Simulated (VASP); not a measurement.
# HgTe (I-4m2) in VASP: a series of runs

HgTe is run at these levels: PBE; tasks: single point.

All numbers are computed with VASP 6.6.1; they aren't measurements. Logs are shortened: lines on timing, memory, paths and dates and some standing lists are left out, and cuts for length are marked.

### Step 1. The cell of the first run

Symmetry: I-4m2, No. 119, tetragonal system. The conventional cell has a = 4.177 Å, b = 4.177 Å, c = 7.679 Å, α = 90.00°, β = 90.00°, γ = 90.00°. Within 3.7 Å of Hg (site symmetry -4m2) lie 4 Te at 2.84 Å. Within 3.7 Å of Te (site symmetry -4m2) lie 4 Hg at 2.84 Å.

### Step 2. Single point, PBE

INCAR

```
SYSTEM = HgTe
PREC     = Accurate       ! precision mode
ENCUT    = 520            ! plane-wave cutoff, eV
EDIFF    = 1E-7           ! SCF threshold, eV
ISMEAR   = 0              ! smearing method
SIGMA    = 0.15           ! smearing width, eV
LREAL    = .FALSE.        ! projectors in reciprocal space
LASPH    = .TRUE.         ! aspherical terms in the spheres
NELM     = 60             ! most SCF steps
ALGO     = Normal         ! electronic algorithm
ISIF     = 2              ! what is computed and relaxed
LWAVE    = .FALSE.        ! write WAVECAR
LCHARG   = .FALSE.        ! write CHGCAR
GGA      = PE             ! functional
NBANDS   = 16             ! bands
```

KPOINTS

```
regular mesh
0
G
  14 14 14
  0 0 0
```

POSCAR

```
HgTe
1.0
    0.0000000000      2.9535651643      3.8396347136
    2.9535651643      0.0000000000      3.8396347136
    2.9535651643      2.9535651643      0.0000000000
Hg Te
1 1
Direct
    0.0000000000      0.0000000000      0.0000000000
    0.7500000000      0.7500000000      0.7500000000
```

Potentials or basis: VASP PAW PBE potentials, release 64 (Hg, Te).

On the command line:

```console
$ cat potpaw_PBE.64/Hg/POTCAR potpaw_PBE.64/Te/POTCAR > POTCAR
$ mpirun -np 1 vasp_std > vasp.out
```

OUTCAR:

```text
SYSTEM = HgTe
   PREC = Accurate
   ENCUT = 520
   EDIFF = 1E-7
   ISMEAR = 0
   LREAL = .FALSE.
   LASPH = .TRUE.
   NELM = 60
   ISIF = 2
   GGA = PE

 ion  position               nearest neighbor table
   1  0.000  0.000  0.000-   2 2.84   2 2.84   2 2.84   2 2.84
   2  0.750  0.750  0.750-   1 2.84   1 2.84   1 2.84   1 2.84

  LATTYP: Found a body centered tetragonal cell.
 ALAT       =     4.1769719127
 C/A-ratio  =     1.8384776311

  Lattice vectors:

 A1 = (  -2.9535651643,   0.0000000000,   3.8396347136)
 A2 = (   2.9535651643,   0.0000000000,   3.8396347136)
 A3 = (   0.0000000000,   2.9535651643,  -3.8396347136)

Analysis of symmetry for initial positions (statically):
=====================================================================
 Subroutine PRICEL returns:
 Original cell was already a primitive cell.

 Routine SETGRP: Setting up the symmetry group for a
 body centered tetragonal supercell.

 Subroutine GETGRP returns: Found  8 space group operations
 (whereof  8 operations were pure point group operations)
 out of a pool of 16 trial point group operations.

The static configuration has the point symmetry D_2d.

Analysis of symmetry for dynamics (positions and initial velocities):
=====================================================================
 Subroutine PRICEL returns:
 Original cell was already a primitive cell.

 Routine SETGRP: Setting up the symmetry group for a
 body centered tetragonal supercell.

 Subroutine GETGRP returns: Found  8 space group operations
 (whereof  8 operations were pure point group operations)
 out of a pool of 16 trial point group operations.

The dynamic configuration has the point symmetry D_2d.

 Subroutine INISYM returns: Found  8 space group operations
 (whereof  8 operations are pure point group operations),
 and found     1 'primitive' translations

----------------------------------------------------------------------------------------

                                     Primitive cell

  volume of cell :      66.9905

  direct lattice vectors                    reciprocal lattice vectors
     0.000000000  2.953565164  3.839634714    -0.169286937  0.169286937  0.130220721
     2.953565164  0.000000000  3.839634714     0.169286937 -0.169286937  0.130220721
     2.953565164  2.953565164  0.000000000     0.169286937  0.169286937 -0.130220721

  length of vectors
     4.844207047  4.844207047  4.176971913     0.272531778  0.272531778  0.272531778

  position of ions in fractional coordinates (direct lattice)
     0.000000000  0.000000000  0.000000000
     0.750000000  0.750000000  0.750000000

  ion indices of the primitive-cell ions
   primitive index   ion index
                 1           1
                 2           2

----------------------------------------------------------------------------------------

 KPOINTS: regular mesh

Automatic generation of k-mesh.
 Grid dimensions read from file:
 generate k-points for:   14   14   14

 Generating k-lattice:

  Cartesian coordinates                     Fractional coordinates (reciprocal lattice)
    -0.012091924  0.012091924  0.009301480     0.071428571  0.000000000  0.000000000
     0.012091924 -0.012091924  0.009301480     0.000000000  0.071428571  0.000000000
     0.012091924  0.012091924 -0.009301480     0.000000000  0.000000000  0.071428571

  Length of vectors
     0.019466556  0.019466556  0.019466556

  Shift w.r.t. Gamma in fractional coordinates (k-lattice)
     0.000000000  0.000000000  0.000000000

 Subroutine IBZKPT returns following result:
 ===========================================

 Found    244 irreducible k-points:

 Following reciprocal coordinates:
            Coordinates               Weight
  0.000000  0.000000  0.000000      1.000000
  0.071429 -0.000000  0.000000      8.000000
  0.142857 -0.000000  0.000000      8.000000
  0.214286 -0.000000  0.000000      8.000000
  0.285714 -0.000000  0.000000      8.000000
  0.357143 -0.000000  0.000000      8.000000
[... 16 lines left out ...]
  0.214286  0.142857  0.000000      8.000000
  0.285714  0.142857  0.000000      8.000000
 [... further k-points ...]
   k-points           NKPTS =    244   k-points in BZ     NKDIM =    244   number of bands    NBANDS=     16
   number of dos      NEDOS =    301   number of ions     NIONS =      2
   total plane-waves  NPLWV =  41472
   dimension x,y,z NGX =    36 NGY =   36 NGZ =   32
   dimension x,y,z NGXF=    72 NGYF=   72 NGZF=   64
   ions per type =               1   1
   NGX,Y,Z   is equivalent  to a cutoff of  12.35, 12.35, 12.74 a.u.
   NGXF,Y,Z  is equivalent  to a cutoff of  24.71, 24.71, 25.47 a.u.
 SYSTEM =  HgTe
   PREC   = accura    normal or accurate (medium, high low for compatibility)
   ISTART =      0    job   : 0-new  1-cont  2-samecut
   ICHARG =      2    charge: 1-file 2-atom 10-const
   ISPIN  =      1    spin polarized calculation?
   LNONCOLLINEAR =      F non collinear calculations
   LSORBIT =      F    spin-orbit coupling
   LASPH  =      T    aspherical Exc in radial PAW
   ENCUT  =  520.0 eV  38.22 Ry    6.18 a.u.   9.01  9.01  7.77*2*pi/ulx,y,z
   NELM   =     60;   NELMIN=  2; NELMDL= -5     # of ELM steps
   EDIFF  = 0.1E-06   stopping-criterion for ELM
   LREAL  =      F    real-space projection
   EDIFFG = 0.1E-05   stopping-criterion for IOM
   NSW    =      0    number of steps for IOM
   IBRION =     -1    ionic relax: 0-MD 1-quasi-New 2-CG
   NFREE  =      0    steps in history (QN), initial steepest desc. (CG)
   ISIF   =      2    stress and relaxation
   ISYM   =      2    0-nonsym 1-usesym 2-fastsym
   POTIM  = 0.5000    time-step for ionic-motion
   TEBEG  =    0.0;   TEEND  =   0.0 temperature during run
   PSTRESS=    0.0 pullay stress
   NELECT =      18.0000    total number of electrons
   NUPDOWN=      -1.0000    fix difference up-down
   EMIN   =  10.00;   EMAX   =-10.00  energy-range for DOS
   EFERMI =   0.00;   METHOD = LEGACY
   ISMEAR =     0;   SIGMA  =   0.15  broadening in eV -4-tet -1-fermi 0-gaus
   EFERMI_NEDOS =   21; number of points for ismear=-14 and -15
   IALGO  =     38    algorithm
   IMIX   =      4    mixing-type and parameters
     AMIX     =   0.40;   BMIX     =  1.00
     AMIX_MAG =   1.60;   BMIX_MAG =  1.00
  volume/ion in A,a.u.               =      33.50       226.04
  Fermi-wavevector in a.u.,A,eV,Ry     =   1.056399  1.996305 15.183815  1.115979
  Thomas-Fermi vector in A             =   2.191633
   LORBIT       =      0    0 simple, 1 ext, 2 COOP (PROOUT), +10 PAW based schemes
   GGA     = PE    functional components
   LHFCALC =     F    Hartree Fock is set to
   AEXX    =    0.0000 exact exchange contribution
   IVDW    =     0    specifies the selected vdW correction
   LEPSILON=     F    determine dielectric tensor
   LRPA    =     F    only Hartree local field effects (RPA)
 non-spin polarized calculation
 Gauss-broadening in eV      SIGMA  =   0.15
  energy-cutoff  :      520.00
  volume of cell :       66.99
 maximum number of plane-waves:      1838
   NGX = 17   NGY = 17   NGZ = 15

 number of electron      18.0000000 magnetization

 Free energy of the ion-electron system (eV)
  ---------------------------------------------------
  ext. energy  EPLUGINS =         0.00000000
  ---------------------------------------------------
  free energy    TOTEN  =        -3.40235010 eV

  energy without entropy =       -3.40057635  energy(sigma->0) =       -3.40146322

 E-fermi :   3.4293     XC(G=0):  -8.8405

 val. band max:        3.4226681080   @ k =  -0.0714   0.0714   0.0000
 cond. band min:       3.4336983038   @ k =   0.4286  -0.0000   0.0000
 fundamental gap:      0.0110301959
 Fermi energy:         3.4293478791

 k-point     1 :       0.0000    0.0000    0.0000
  band No.  band energies     occupation
      1      -8.7622      2.00000
      2      -4.1685      2.00000
      3      -4.0616      2.00000
      4      -4.0616      2.00000
      5      -3.7366      2.00000
      6      -3.5588      2.00000
[... 8 lines left out ...]
     15      11.0092      0.00000
     16      11.5387      0.00000

 k-point     2 :       0.0714   -0.0000    0.0000
  band No.  band energies     occupation
      1      -8.7340      2.00000
      2      -4.1642      2.00000
      3      -4.0573      2.00000
      4      -4.0548      2.00000
      5      -3.7314      2.00000
      6      -3.5626      2.00000
[... 8 lines left out ...]
     15      11.0760      0.00000
     16      11.9226      0.00000

 k-point     3 :       0.1429   -0.0000    0.0000
  band No.  band energies     occupation
      1      -8.6533      2.00000
      2      -4.1540      2.00000
      3      -4.0396      2.00000
      4      -4.0356      2.00000
      5      -3.7140      2.00000
      6      -3.5729      2.00000
[... 8 lines left out ...]
     15      11.4292      0.00000
     16      12.8618      0.00000

 k-point     4 :       0.2143   -0.0000    0.0000
  band No.  band energies     occupation
      1      -8.5323      2.00000
      2      -4.1400      2.00000
      3      -4.0082      2.00000
      4      -4.0018      2.00000
      5      -3.6797      2.00000
      6      -3.5873      2.00000
[... 8 lines left out ...]
     15      11.9390      0.00000
     16      12.5787      0.00000
[... 324 lines left out ...]
 k-point    22 :       0.1429    0.1429    0.0000
  band No.  band energies     occupation
      1      -8.6532      2.00000
      2      -4.1492      2.00000
      3      -4.0167      2.00000
      4      -4.0167      2.00000
      5      -3.7538      2.00000
      6      -3.5561      2.00000
[... 8 lines left out ...]
     15      10.9058      0.00000
     16      13.0395      0.00000

 k-point    23 :       0.2143    0.1429    0.0000
  band No.  band energies     occupation
      1      -8.5777      2.00000
      2      -4.1287      2.00000
      3      -3.9927      2.00000
      4      -3.9913      2.00000
      5      -3.7545      2.00000
      6      -3.5586      2.00000
[... 8 lines left out ...]
     15      11.5180      0.00000
     16      13.6494      0.00000

 k-point    24 :       0.2857    0.1429    0.0000
  band No.  band energies     occupation
      1      -8.4653      2.00000
      2      -4.0949      2.00000
      3      -3.9615      2.00000
      4      -3.9524      2.00000
      5      -3.7392      2.00000
      6      -3.5677      2.00000
[... 8 lines left out ...]
     15      12.3180      0.00000
     16      13.4563      0.00000

 [... further k-points ...]

------------------------ aborting loop because EDIFF is reached ----------------------------------------

  FORCE on cell =-STRESS in cart. coord.  units (eV):
  Direction    XX          YY          ZZ          XY          YZ          ZX
  --------------------------------------------------------------------------------------
  -------------------------------------------------------------------------------------
  Total        2.0439345      2.0439345     -0.1865910      0.0000000      0.0000000      0.0000000
  in kB       48.8837520     48.8837520     -4.4626039      0.0000000      0.0000000      0.0000000
  external PRESSURE =      31.1016334 kB  Pullay stress =       0.0000000 kB

 VOLUME and BASIS-vectors are now :
 -----------------------------------------------------------------------------
  energy-cutoff  :      520.00
  volume of cell :       66.99
      direct lattice vectors                 reciprocal lattice vectors
     0.000000000  2.953565164  3.839634714    -0.169286937  0.169286937  0.130220721
     2.953565164  0.000000000  3.839634714     0.169286937 -0.169286937  0.130220721
     2.953565164  2.953565164  0.000000000     0.169286937  0.169286937 -0.130220721

 POSITION                                       TOTAL-FORCE (eV/Angst)
 -----------------------------------------------------------------------------------
      0.00000      0.00000      0.00000        -0.000000     -0.000000      0.000000
      4.43035      4.43035      5.75945         0.000000      0.000000     -0.000000
 -----------------------------------------------------------------------------------
    total drift:                               -0.000000     -0.000000      0.000000

  FREE ENERGIE OF THE ION-ELECTRON SYSTEM (eV)
  ---------------------------------------------------
  free  energy   TOTEN  =        -3.4023500956 eV

  energy  without entropy=       -3.4005763475  energy(sigma->0) =       -3.40146322
```

Wall time 2.5 min (1 thread of Intel Xeon Platinum 8488C (Sapphire Rapids), shared host); peak memory 0.41 GiB.

Results:

```yaml
Free_energy: -3.4024 eV
Pressure: 3.1 GPa
Band_gap_on_the_k_mesh: zero (band 9 reaches 3.44 eV, above the bottom of band 10 at 3.32 eV)
```

Stress tensor (GPa, compression positive):
```
 4.89  0.00  0.00
 0.00  4.89  0.00
 0.00  0.00 -0.45
```

Levels at points of the mesh, in eV from the Fermi level:
```tsv
k point	band 6	band 7	band 8	band 9	band 10	band 11	band 12	band 13
(0.00, 0.00, 0.00)	-6.99	-1.37	-1.35	0.01	0.01	4.32	4.32	4.35
(0.50, 0.00, 0.00)	-6.76	-5.60	-1.91	-0.54	-0.04	4.67	5.65	6.60
(0.50, 0.50, 0.00)	-6.96	-6.45	-1.69	-1.69	2.79	3.14	6.70	8.46
(0.50, 0.00, 0.50)	-6.55	-5.08	-3.02	-2.41	0.97	1.84	6.99	7.21
```

Caveat: spin-orbit coupling is left out, which moves the levels of the heavy elements.

### Step 3. Single point, PBE

This run uses another cell than the first one, of the same volume but with other edges.

INCAR

```
SYSTEM = HgTe
PREC = Accurate
ENCUT = 520
EDIFF = 1E-6
ISMEAR = 0
SIGMA = 0.15
LREAL = .False.
LASPH = .True.
NELM = 60
ALGO = Normal
ISIF = 2
LWAVE = .False.
LCHARG = .False.
GGA = PE
NBANDS = 16
```

KPOINTS

```
regular mesh
0
Gamma
  14 14 14
  0 0 0
```

POSCAR

```
HgTe
1.0
    0.0000000000      3.3143502301      3.0492022117
    3.3143502301      0.0000000000      3.0492022117
    3.3143502301      3.3143502301      0.0000000000
Hg Te
1 1
Direct
    0.0000000000      0.0000000000      0.0000000000
    0.7500000000      0.7500000000      0.7500000000
```

Potentials or basis: VASP PAW PBE potentials, release 64 (Hg, Te).

On the command line:

```console
$ cat potpaw_PBE.64/Hg/POTCAR potpaw_PBE.64/Te/POTCAR > POTCAR
$ mpirun -np 1 vasp_std > vasp.out
```

Run time: 2.8 min. Hardware: 1 thread of Intel Xeon Platinum 8488C (Sapphire Rapids), shared host; peak memory 0.41 GiB.

It converged, with:

```
Free energy : -3.5626 eV
Pressure    : 4.0 GPa
```

Stress tensor (GPa, compression positive):
```
3.73 0.00 0.00
0.00 3.73 0.00
0.00 0.00 4.54
```

Levels at points of the mesh, in eV from the Fermi level:
| k point | band 6 | band 7 | band 8 | band 9 | band 10 | band 11 | band 12 | band 13 |
| --- | --- | --- | --- | --- | --- | --- | --- | --- |
| (0.00, 0.00, 0.00) | -6.99 | -0.90 | -0.27 | -0.27 | -0.02 | 4.09 | 4.10 | 4.10 |
| (0.50, 0.00, 0.00) | -6.71 | -5.69 | -1.35 | -0.99 | 0.49 | 4.64 | 5.14 | 6.75 |
| (0.50, 0.50, 0.00) | -6.46 | -5.37 | -2.69 | -2.69 | 1.33 | 2.08 | 8.41 | 8.73 |
| (0.50, 0.00, 0.50) | -6.61 | -5.75 | -2.43 | -2.24 | 1.94 | 2.43 | 7.85 | 8.35 |

Caveat: spin-orbit coupling is left out, which moves the levels of the heavy elements.

[end of part 1 of 2]
